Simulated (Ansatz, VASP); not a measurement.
Cd: VASP beside Ansatz

```
Cd
1.0
     0.00000    2.21815    2.21815
     2.21815    0.00000    2.21815
     2.21815    2.21815    0.00000
Cd
1
Direct
  0.00000 0.00000 0.00000
```

Alike in both runs: task single point; functional B3LYP; k mesh 8 × 8 × 8; occupations fermi-dirac, width 0.1 eV; no spin polarisation.

|  | VASP | Ansatz |
| --- | --- | --- |
| version | VASP 6.6.1 | Ansatz 0.2.0 |
| potentials or method | VASP PAW PBE potentials, release 64 (Cd) | PseudoDojo standard (PBE files) |
| plane-wave cutoff (eV) | 400 | 1388 |
| valence electrons in the cell | 12 | 20 |

VASP gave:

- gap on the k mesh at the Fermi level (eV): none
- pressure (GPa): 4.6

Problem. Which values does Ansatz return?

Solution. gap on the k mesh at the Fermi level (eV): none; pressure (GPa): 5.6.

VASP's potentials were made for PBE, not for B3LYP. A gap of «none» marks a metal or a gap that the smearing closes. VASP's potentials hold 12 valence electrons a cell and Ansatz's 20, so a difference there can come from the potentials and not from the codes.

Noted on Ansatz's run: the potentials were made for another functional, which shifts forces and pressure.
